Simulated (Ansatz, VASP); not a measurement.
Two plane-wave programs on NaI

```
CELL_PARAMETERS angstrom
0.00000 3.17126 3.22972
3.17126 0.00000 3.22972
3.17126 3.17126 0.00000
ATOMIC_POSITIONS crystal
Na 0.00000 0.00000 0.00000
I 0.50000 0.50000 0.50000
```

Change from the starting cell: biaxial_xy strain -1.8%.

Alike in both runs: task single point; functional PBE; k mesh 8 × 8 × 8; occupations fermi-dirac, width 0.02 eV; no spin polarisation.

|  | VASP | Ansatz |
| --- | --- | --- |
| version | VASP 6.6.1 | Ansatz 0.2.0 |
| potentials or method | VASP PAW PBE potentials, release 64 (Na_pv, I) | plane waves, PAW |
| plane-wave cutoff (eV) | 520 | 420 |
| valence electrons in the cell | 14 | 26 |

```tsv
	VASP	Ansatz	Ansatz less VASP
gap on the k mesh at the Fermi level (eV)	3.75	3.75	+0.004
pressure (GPa)	1.3	1.2	-0.03
traceless stress, the component that is largest in VASP (GPa)	-0.38	-0.38	+0.002
```

VASP's potentials hold 14 valence electrons a cell and Ansatz's 26, so a difference there can come from the potentials and not from the codes.

Spin-orbit coupling is off throughout.
